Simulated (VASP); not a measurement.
# Cu (P6_3/mmc) in VASP: notebook

Runs on Cu. Level: r2SCAN. Tasks: relaxation of cell and atoms, single point.

Everything below comes from runs of VASP 6.6.1. Logs are shortened: lines on timing, memory, paths and dates and some standing lists are left out, and cuts for length are marked.

### Step 1. The cell of the first run

It takes space group P6_3/mmc (No. 194, hexagonal). Conventional cell: a = 2.310 Å, b = 2.310 Å, c = 3.780 Å, α = 90.00°, β = 90.00°, γ = 120.00°. Cu (site symmetry -6m2) has 12 Cu at 2.31 Å within 3.1 Å.

This isn't the form of Cu at room conditions, which is fcc.

### Step 2. Relaxation of cell and atoms, r2SCAN, target pressure 90 GPa, at which the enthalpy is minimised

Input file POSCAR:

```
Cu
1.0
    2.3095963700      0.0000000000      0.0000000000
   -1.1547981850      2.0001691289      0.0000000000
    0.0000000000      0.0000000000      3.7796681680
Cu
2
Direct
    0.3333333333      0.6666666667      0.2500000000
    0.6666666667      0.3333333333      0.7500000000
```

Input file INCAR.step1:

```
SYSTEM = Cu
PREC = Accurate
ENCUT = 600
ISMEAR = 0
SIGMA = 0.1
LREAL = .FALSE.
LASPH = .TRUE.
NELM = 80
GGA = PE
ALGO = Normal
EDIFF = 1E-4
LWAVE = .TRUE.
LCHARG = .FALSE.
```

Input file INCAR.step2:

```
SYSTEM = Cu
PREC = Accurate
ENCUT = 600
EDIFF = 1E-7
ISMEAR = 0
SIGMA = 0.1
LREAL = .FALSE.
LASPH = .TRUE.
NELM = 80
ALGO = Normal
ISIF = 3
LWAVE = .FALSE.
LCHARG = .FALSE.
METAGGA = R2SCAN
LMIXTAU = .TRUE.
IBRION = 2
NSW = 70
EDIFFG = -0.008
PSTRESS = 900.0
ISTART = 1
```

Input file KPOINTS:

```
Automatic mesh
0
G
  24 24 12
  0 0 0
```

Potentials or basis: VASP PAW PBE potentials, release 64 (Cu).

Started as:

```console
$ cat potpaw_PBE.64/Cu/POTCAR > POTCAR
$ cp INCAR.step1 INCAR
$ mpirun -np 1 vasp_std > vasp.out
$ cp INCAR.step2 INCAR
$ mpirun -np 1 vasp_std > vasp.out
```

OUTCAR:

```text
SYSTEM = Cu
   PREC = Accurate
   ENCUT = 600
   EDIFF = 1E-7
   ISMEAR = 0
   LREAL = .FALSE.
   LASPH = .TRUE.
   NELM = 80
   ISIF = 3
   METAGGA = R2SCAN
   IBRION = 2
   NSW = 70
   EDIFFG = -0.008
   PSTRESS = 900.0
   ISTART = 1

 ion  position               nearest neighbor table
   1  0.333  0.667  0.250-   2 2.31   2 2.31   2 2.31   2 2.31   2 2.31   2 2.31
   2  0.667  0.333  0.750-   1 2.31   1 2.31   1 2.31   1 2.31   1 2.31   1 2.31

  LATTYP: Found a hexagonal cell.
 ALAT       =     2.3095963700
 C/A-ratio  =     1.6365059355

  Lattice vectors:

 A1 = (   2.3095963700,   0.0000000000,   0.0000000000)
 A2 = (  -1.1547981850,   2.0001691289,   0.0000000000)
 A3 = (   0.0000000000,   0.0000000000,   3.7796681680)

Analysis of symmetry for initial positions (statically):
=====================================================================
 Subroutine PRICEL returns:
 Original cell was already a primitive cell.

 Routine SETGRP: Setting up the symmetry group for a
 hexagonal supercell.

 Subroutine GETGRP returns: Found 24 space group operations
 (whereof 12 operations were pure point group operations)
 out of a pool of 24 trial point group operations.

The static configuration has the point symmetry D_3d.
 The point group associated with its full space group is D_6h.

Analysis of symmetry for dynamics (positions and initial velocities):
=====================================================================
 Subroutine PRICEL returns:
 Original cell was already a primitive cell.

 Routine SETGRP: Setting up the symmetry group for a
 hexagonal supercell.

 Subroutine GETGRP returns: Found 24 space group operations
 (whereof 12 operations were pure point group operations)
 out of a pool of 24 trial point group operations.

The dynamic configuration has the point symmetry D_3d.
 The point group associated with its full space group is D_6h.

 Subroutine INISYM returns: Found 24 space group operations
 (whereof 12 operations are pure point group operations),
 and found     1 'primitive' translations

----------------------------------------------------------------------------------------

                                     Primitive cell

  volume of cell :      17.4605

  direct lattice vectors                    reciprocal lattice vectors
     2.309596370  0.000000000  0.000000000     0.432976088  0.249978861  0.000000000
    -1.154798185  2.000169129  0.000000000     0.000000000  0.499957721  0.000000000
     0.000000000  0.000000000  3.779668168     0.000000000  0.000000000  0.264573490

  length of vectors
     2.309596370  2.309596370  3.779668168     0.499957721  0.499957721  0.264573490

  position of ions in fractional coordinates (direct lattice)
     0.333333333  0.666666667  0.250000000
     0.666666667  0.333333333  0.750000000

  ion indices of the primitive-cell ions
   primitive index   ion index
                 1           1
                 2           2

----------------------------------------------------------------------------------------

 KPOINTS: Automatic mesh

Automatic generation of k-mesh.
 Grid dimensions read from file:
 generate k-points for:   24   24   12

 Generating k-lattice:

  Cartesian coordinates                     Fractional coordinates (reciprocal lattice)
     0.018040670  0.010415786  0.000000000     0.041666667  0.000000000  0.000000000
     0.000000000  0.020831572  0.000000000     0.000000000  0.041666667  0.000000000
     0.000000000  0.000000000  0.022047791     0.000000000  0.000000000  0.083333333

  Length of vectors
     0.020831572  0.020831572  0.022047791

  Shift w.r.t. Gamma in fractional coordinates (k-lattice)
     0.000000000  0.000000000  0.000000000

 Subroutine IBZKPT returns following result:
 ===========================================

 Found    427 irreducible k-points:

 Following reciprocal coordinates:
            Coordinates               Weight
  0.000000  0.000000  0.000000      1.000000
  0.041667 -0.000000  0.000000      6.000000
  0.083333  0.000000  0.000000      6.000000
  0.125000  0.000000  0.000000      6.000000
  0.166667 -0.000000  0.000000      6.000000
  0.208333  0.000000  0.000000      6.000000
[... 16 lines left out ...]
  0.416667  0.041667  0.000000     12.000000
  0.458333  0.041667  0.000000     12.000000
 [... further k-points ...]
   k-points           NKPTS =    427   k-points in BZ     NKDIM =    427   number of bands    NBANDS=     15
   number of dos      NEDOS =    301   number of ions     NIONS =      2
   total plane-waves  NPLWV =   9720
   dimension x,y,z NGX =    18 NGY =   18 NGZ =   30
   dimension x,y,z NGXF=    36 NGYF=   36 NGZF=   60
   ions per type =               2
   NGX,Y,Z   is equivalent  to a cutoff of  12.96, 12.96, 13.20 a.u.
   NGXF,Y,Z  is equivalent  to a cutoff of  25.91, 25.91, 26.39 a.u.
 SYSTEM =  Cu
   PREC   = accura    normal or accurate (medium, high low for compatibility)
   ISTART =      1    job   : 0-new  1-cont  2-samecut
   ICHARG =      0    charge: 1-file 2-atom 10-const
   ISPIN  =      1    spin polarized calculation?
   LNONCOLLINEAR =      F non collinear calculations
   LSORBIT =      F    spin-orbit coupling
   LASPH  =      T    aspherical Exc in radial PAW
   ENCUT  =  600.0 eV  44.10 Ry    6.64 a.u.   4.61  4.61  7.55*2*pi/ulx,y,z
   NELM   =     80;   NELMIN=  2; NELMDL=  0     # of ELM steps
   EDIFF  = 0.1E-06   stopping-criterion for ELM
   LREAL  =      F    real-space projection
   EDIFFG = -.8E-02   stopping-criterion for IOM
   NSW    =     70    number of steps for IOM
   IBRION =      2    ionic relax: 0-MD 1-quasi-New 2-CG
   NFREE  =      1    steps in history (QN), initial steepest desc. (CG)
   ISIF   =      3    stress and relaxation
   ISYM   =      2    0-nonsym 1-usesym 2-fastsym
   POTIM  = 0.5000    time-step for ionic-motion
   TEBEG  =    0.0;   TEEND  =   0.0 temperature during run
   PSTRESS=  900.0 pullay stress
   NELECT =      22.0000    total number of electrons
   NUPDOWN=      -1.0000    fix difference up-down
   EMIN   =  10.00;   EMAX   =-10.00  energy-range for DOS
   EFERMI =   0.00;   METHOD = LEGACY
   ISMEAR =     0;   SIGMA  =   0.10  broadening in eV -4-tet -1-fermi 0-gaus
   EFERMI_NEDOS =   21; number of points for ismear=-14 and -15
   IALGO  =     38    algorithm
   IMIX   =      4    mixing-type and parameters
     AMIX     =   0.40;   BMIX     =  1.00
     AMIX_MAG =   1.60;   BMIX_MAG =  1.00
  volume/ion in A,a.u.               =       8.73        58.91
  Fermi-wavevector in a.u.,A,eV,Ry     =   1.768195  3.341405 42.538814  3.126515
  Thomas-Fermi vector in A             =   2.835431
   LORBIT       =      0    0 simple, 1 ext, 2 COOP (PROOUT), +10 PAW based schemes
   METAGGA = R2SCAN    functional components
   LHFCALC =     F    Hartree Fock is set to
   AEXX    =    0.0000 exact exchange contribution
   IVDW    =     0    specifies the selected vdW correction
   LEPSILON=     F    determine dielectric tensor
   LRPA    =     F    only Hartree local field effects (RPA)
 conjugate gradient relaxation of ions
 non-spin polarized calculation
 Gauss-broadening in eV      SIGMA  =   0.10
  energy-cutoff  :      600.00
  volume of cell :       17.46
 maximum number of plane-waves:       598
   NGX =  9   NGY =  9   NGZ = 15

--------------------------------------- Ionic step        1  -------------------------------------------

 number of electron      21.9999988 magnetization

 Free energy of the ion-electron system (eV)
  ---------------------------------------------------
  ext. energy  EPLUGINS =         0.00000000
  ---------------------------------------------------
  free energy    TOTEN  =       -20.48029645 eV

  energy without entropy =      -20.47779427  energy(sigma->0) =      -20.47904536

------------------------ aborting loop because EDIFF is reached ----------------------------------------

  FORCE on cell =-STRESS in cart. coord.  units (eV):
  Direction    XX          YY          ZZ          XY          YZ          ZX
  --------------------------------------------------------------------------------------
  -------------------------------------------------------------------------------------
  Total        9.5407023      9.5407023      9.5389041      0.0000000      0.0000000      0.0000000
  in kB      875.4562454    875.4562454    875.2912477      0.0000000      0.0000000      0.0000000
  external PRESSURE =     -24.5987539 kB  Pullay stress =     900.0000000 kB
[... 61 lines left out ...]
  enthalpy is  TOTEN    =       -10.6661572532 eV   P V=        9.6191374640

--------------------------------------- Ionic step        3  -------------------------------------------

 number of electron      21.9999993 magnetization

 Free energy of the ion-electron system (eV)
  ---------------------------------------------------
  ext. energy  EPLUGINS =         0.00000000
  ---------------------------------------------------
  free energy    TOTEN  =       -20.43647973 eV

  energy without entropy =      -20.43398214  energy(sigma->0) =      -20.43523093

 E-fermi :  11.8931     XC(G=0): -15.9374

 val. band max:       11.8901239568   @ k =   0.1250   0.0000   0.0833
 cond. band min:      11.8971041914   @ k =   0.3750   0.1250   0.3333
 fundamental gap:      0.0069802347
 Fermi energy:        11.8930870770

 k-point     1 :       0.0000    0.0000    0.0000
  band No.  band energies     occupation
      1      -0.4973      2.00000
      2       4.4702      2.00000
      3       7.5112      2.00000
      4       7.6038      2.00000
      5       7.6039      2.00000
      6       7.9514      2.00000
      7       7.9515      2.00000
      8       8.4190      2.00000
      9       8.4190      2.00000
     10       9.6146      2.00000
     11       9.6146      2.00000
     12       9.7811      2.00000
     13      17.6927      0.00000
     14      36.5132      0.00000
     15      40.0127      0.00000
[... 397 lines left out ...]
 k-point    24 :       0.4583    0.0417    0.0000
  band No.  band energies     occupation
      1       4.9074      2.00000
      2       5.0547      2.00000
      3       5.3332      2.00000
      4       7.3333      2.00000
      5       7.4642      2.00000
      6       7.5931      2.00000
      7       8.0019      2.00000
      8       9.7843      2.00000
      9       9.8346      2.00000
     10       9.9044      2.00000
     11      11.8107      1.75590
     12      14.5384      0.00000
     13      21.5803      0.00000
     14      22.5874      0.00000
     15      25.2274      0.00000

 [... further k-points ...]

------------------------ aborting loop because EDIFF is reached ----------------------------------------

  FORCE on cell =-STRESS in cart. coord.  units (eV):
  Direction    XX          YY          ZZ          XY          YZ          ZX
  --------------------------------------------------------------------------------------
  -------------------------------------------------------------------------------------
  Total        9.7633637      9.7633637      9.7619669      0.0000000     -0.0000000      0.0000000
  in kB      899.9639204    899.9639204    899.8351677      0.0000000     -0.0000000      0.0000000
  external PRESSURE =      -0.0789972 kB  Pullay stress =     900.0000000 kB
[... 17 lines left out ...]
  FREE ENERGIE OF THE ION-ELECTRON SYSTEM (eV)
  ---------------------------------------------------
  free  energy   TOTEN  =       -20.4364797283 eV

  energy  without entropy=      -20.4339821359  energy(sigma->0) =      -20.43523093

  enthalpy is  TOTEN    =       -10.6727246068 eV   P V=        9.7637551215

 reached required accuracy - stopping structural energy minimisation
```

Run time: 34 min. Hardware: 1 thread of Intel Xeon 8259CL, shared host; peak memory 0.24 GiB.

What came out:

```yaml
Free_energy: -20.4365 eV
Relaxed_volume: 8.69 Å³/atom
Relaxed_cell: a = 2.306 Å, b = 2.306 Å, c = 3.774 Å, α = 90.00°, β = 90.00°, γ = 120.00°
Space_group_after_relaxing_to_0.1_Å: P6_3/mmc (No. 194)
Energy_change_on_relaxing_the_run_minimises_the_enthalpy: +21.9 meV/atom
Ionic_steps: 3
Pressure_after_relaxing: 90.0 GPa
Band_gap_on_the_k_mesh: zero (bands 11 and 12 overlap by 7.78 eV)
```

Step by step:
```
step  energy change (eV)  largest force (eV/Å)  pressure (GPa)  volume (Å³)
   1              0.0000                0.0000           87.54        17.46
   2              0.1950                0.0000           98.29        17.12
   3              0.0438                0.0000           89.99        17.38
```

Final structure:
```cif
data_structure
_symmetry_space_group_name_H-M 'P 1'
_symmetry_Int_Tables_number 1
_cell_length_a 2.3061
_cell_length_b 2.3061
_cell_length_c 3.7739
_cell_angle_alpha 90.000
_cell_angle_beta 90.000
_cell_angle_gamma 120.000
_cell_volume 17.38
loop_
_atom_site_label
_atom_site_type_symbol
_atom_site_fract_x
_atom_site_fract_y
_atom_site_fract_z
_atom_site_occupancy
Cu1 Cu 0.33333 0.66667 0.25000 1
Cu2 Cu 0.66667 0.33333 0.75000 1
```

Caveat: the cell is relaxed towards a set pressure, so the run minimises the enthalpy, not the energy; the PAW data sets were made with another functional, which shifts forces and pressure a little.

### Step 3. Single point, r2SCAN

This run uses another cell than the first one, of 11.45 Å³/atom.

Input file POSCAR:

```
Cu
1.0
    2.5305027203      0.0000000000      0.0000000000
   -1.2652513601      2.1914796401      0.0000000000
    0.0000000000      0.0000000000      4.1298555601
Cu
2
Direct
    0.3333333333      0.6666666667      0.2500000000
    0.6666666667      0.3333333333      0.7500000000
```

Input file INCAR.step1:

```
SYSTEM = Cu
PREC     = Accurate       ! precision mode
ENCUT    = 520            ! plane-wave cutoff, eV
ISMEAR   = 0              ! smearing method
SIGMA    = 0.1            ! smearing width, eV
LREAL    = .FALSE.        ! projectors in reciprocal space
LASPH    = .TRUE.         ! aspherical terms in the spheres
NELM     = 100            ! most SCF steps
NBANDS   = 18             ! bands
GGA      = PE             ! functional
ALGO     = Normal         ! electronic algorithm
EDIFF    = 1E-4           ! SCF threshold, eV
LWAVE    = .TRUE.         ! write WAVECAR
LCHARG   = .FALSE.        ! write CHGCAR
```

Input file INCAR.step2:

```
SYSTEM = Cu
PREC     = Accurate       ! precision mode
ENCUT    = 520            ! plane-wave cutoff, eV
EDIFF    = 1E-6           ! SCF threshold, eV
ISMEAR   = 0              ! smearing method
SIGMA    = 0.1            ! smearing width, eV
LREAL    = .FALSE.        ! projectors in reciprocal space
LASPH    = .TRUE.         ! aspherical terms in the spheres
NELM     = 100            ! most SCF steps
ALGO     = Normal         ! electronic algorithm
ISIF     = 2              ! what is computed and relaxed
LWAVE    = .FALSE.        ! write WAVECAR
LCHARG   = .FALSE.        ! write CHGCAR
METAGGA  = R2SCAN         ! meta-GGA
LMIXTAU  = .TRUE.       
NBANDS   = 18             ! bands
ISTART   = 1
```

Input file KPOINTS:

```
Automatic mesh
0
G
  18 18 10
  0 0 0
```

Potentials or basis: VASP PAW PBE potentials, release 64 (Cu).

Started as:

```console
$ cat potpaw_PBE.64/Cu/POTCAR > POTCAR
$ cp INCAR.step1 INCAR
$ mpirun -np 1 vasp_std > vasp.out
$ cp INCAR.step2 INCAR
$ mpirun -np 1 vasp_std > vasp.out
```

OUTCAR:

```text
SYSTEM = Cu
   PREC = Accurate
   ENCUT = 520
   EDIFF = 1E-6
   ISMEAR = 0
   LREAL = .FALSE.
   LASPH = .TRUE.
   NELM = 100
   ISIF = 2
   METAGGA = R2SCAN
   ISTART = 1

 ion  position               nearest neighbor table
   1  0.333  0.667  0.250-   2 2.53   2 2.53   2 2.53   2 2.53   2 2.53   2 2.53
   2  0.667  0.333  0.750-   1 2.53   1 2.53   1 2.53   1 2.53   1 2.53   1 2.53

  LATTYP: Found a hexagonal cell.
 ALAT       =     2.5305027203
 C/A-ratio  =     1.6320296860

  Lattice vectors:

[... 694 lines left out ...]
------------------------ aborting loop because EDIFF is reached ----------------------------------------

  FORCE on cell =-STRESS in cart. coord.  units (eV):
  Direction    XX          YY          ZZ          XY          YZ          ZX
  --------------------------------------------------------------------------------------
  -------------------------------------------------------------------------------------
  Total        0.1194245      0.1194245      0.1186443      0.0000000      0.0000000      0.0000000
  in kB        8.3545885      8.3545885      8.3000055      0.0000000      0.0000000      0.0000000
  external PRESSURE =       8.3363942 kB  Pullay stress =       0.0000000 kB

 VOLUME and BASIS-vectors are now :
 -----------------------------------------------------------------------------
  energy-cutoff  :      520.00
  volume of cell :       22.90
      direct lattice vectors                 reciprocal lattice vectors
     2.530502720  0.000000000  0.000000000     0.395178394  0.228156352  0.000000000
    -1.265251360  2.191479640  0.000000000     0.000000000  0.456312704  0.000000000
     0.000000000  0.000000000  4.129855560     0.000000000  0.000000000  0.242139219

 POSITION                                       TOTAL-FORCE (eV/Angst)
 -----------------------------------------------------------------------------------
     -0.00000      1.46099      1.03246         0.000000      0.000000      0.000000
      1.26525      0.73049      3.09739        -0.000000      0.000000      0.000000
 -----------------------------------------------------------------------------------
    total drift:                                0.000000     -0.000000      0.000000

  FREE ENERGIE OF THE ION-ELECTRON SYSTEM (eV)
  ---------------------------------------------------
  free  energy   TOTEN  =       -21.6319340266 eV

  energy  without entropy=      -21.6275804047  energy(sigma->0) =      -21.62975722
```

Wall time 2 min (1 thread of Intel Xeon 6975P-C (Granite Rapids), shared host); peak memory 0.2 GiB.

What came out:

```yaml
Free_energy: -21.6319 eV
Pressure: 0.8 GPa
Band_gap_on_the_k_mesh: zero (bands 11 and 12 overlap by 6.39 eV)
```

Levels at points of the mesh, in eV from the Fermi level:
```
           k point  band 9  band 10  band 11  band 12  band 13  band 14
(0.00, 0.00, 0.00)   -2.60    -1.81    -1.81    -1.07     4.20    22.46
(0.50, 0.00, 0.00)   -1.66    -1.60     0.04     1.76     8.32     8.84
(0.00, 0.00, 0.50)   -2.05    -2.05    -2.05    -2.05    13.33    13.33
(0.50, 0.00, 0.50)   -1.64    -1.64     0.54     0.54     5.32     5.32
```

Caveat: the PAW data sets were made with another functional, which shifts forces and pressure a little.

The gap in the log of VASP goes by the Fermi energy; the results here count the filled bands.